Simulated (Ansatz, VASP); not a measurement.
**One calculation of GeSb2Te4, two programs**

Contents of POSCAR:

```
GeSb2Te4
1.0
    7.3622972657      0.0000000000     -0.0130119494
    0.0000000000      4.2717346882      0.0000000000
   -2.3395914526      0.0000000000      6.9244601811
Ge Sb Te
1 2 4
Direct
    0.5000000000      0.0000000000      0.5000000000
    0.0000000000      0.0000000000      0.0000000000
    0.5000000000      0.5000000000      0.0000000000
    0.7488885186      0.5000000000      0.7330022640
    0.2473112041      0.0000000000      0.7379657113
    0.2511114814      0.5000000000      0.2669977360
    0.7526887959      0.0000000000      0.2620342887
```

INCAR.step1

```
SYSTEM = GeSb2Te4
  PREC = Accurate
  ENCUT = 520
  ISMEAR = -1
  SIGMA = 0.03
  LREAL = .False.
  LASPH = .True.
  NELM = 60
  NBANDS = 33
  GGA = PE
  ALGO = Normal
  EDIFF = 1E-4
  LWAVE = .True.
  LCHARG = .False.
```

File INCAR.step2:

```
SYSTEM = GeSb2Te4
  PREC = Accurate
  ENCUT = 520
  EDIFF = 1E-6
  ISMEAR = -1
  SIGMA = 0.03
  LREAL = .False.
  LASPH = .True.
  NELM = 60
  ALGO = Normal
  ISIF = 2
  LWAVE = .False.
  LCHARG = .True.
  METAGGA = R2SCAN
  LMIXTAU = .True.
  LUSE_VDW = .True.
  IVDW_NL = 2
  BPARAM = 11.95
  CPARAM = 0.0093
  LELF = .True.
  LVHAR = .True.
  NBANDS = 33
  ISTART = 1
```

KPOINTS

```
Automatic mesh
0
Gamma
  4 6 4
  0 0 0
```

Input for Ansatz:

```yaml
crystal:
  lattice:
    - [7.3622972657, 0.0, -0.0130119494]
    - [0.0, 4.2717346882, 0.0]
    - [-2.3395914526, 0.0, 6.9244601811]
  atoms:
    - { symbol: Ge, position: [0.5, 0.0, 0.5] }
    - { symbol: Sb, position: [0.0, 0.0, 0.0] }
    - { symbol: Sb, position: [0.5, 0.5, 0.0] }
    - { symbol: Te, position: [0.7488885186, 0.5, 0.733002264] }
    - { symbol: Te, position: [0.2473112041, 0.0, 0.7379657113] }
    - { symbol: Te, position: [0.2511114814, 0.5, 0.266997736] }
    - { symbol: Te, position: [0.7526887959, 0.0, 0.2620342887] }
kpoints:
  mp_grid: { grid: [4, 6, 4] }
  band_path:
    path:
      - [0.0, 0.0, 0.0]
      - [0.0, -0.5, 0.0]
      - [0.5, -0.5, 0.0]
      - [0.5, 0.0, 0.0]
      - [0.5, 0.0, -0.5]
      - [0.5, -0.5, -0.5]
      - [0.0, -0.5, -0.5]
      - [0.0, 0.0, -0.5]
    npoints: 1
hamiltonian:
  xc: r2scan
  dispersion: rvv10
scf:
  occupations: { method: fermi_dirac, width: 0.03 }
  n_extra_bands: 5
output:
  forces: true
  stress: true
  eigenvalues: true
```

Alike in both runs: task single point; functional r2SCAN; dispersion rVV10; k mesh 4 × 6 × 4; occupations fermi-dirac, width 0.03 eV; no spin polarisation.

```csv
,VASP,Ansatz
version,VASP 6.6.1,Ansatz 0.2.0
potentials or method,"VASP PAW PBE potentials, release 64 (Ge_d, Sb, Te)","plane waves, PAW"
plane-wave cutoff (eV),520,500
valence electrons in the cell,48,108
```

|  | VASP | Ansatz | Ansatz less VASP |
| --- | --- | --- | --- |
| pressure (GPa) | 0.2 | 0.0 | -0.18 |
| rms of the force components (eV/Å) | 0.007 | 0.002 | -0.0051 |

VASP's potentials were made for PBE, not for r2SCAN. Atom by atom the forces differ by 0.007 eV/Å (rms over components). VASP's potentials hold 48 valence electrons a cell and Ansatz's 108, so a difference there can come from the potentials and not from the codes.

Neither program's run includes spin-orbit coupling.
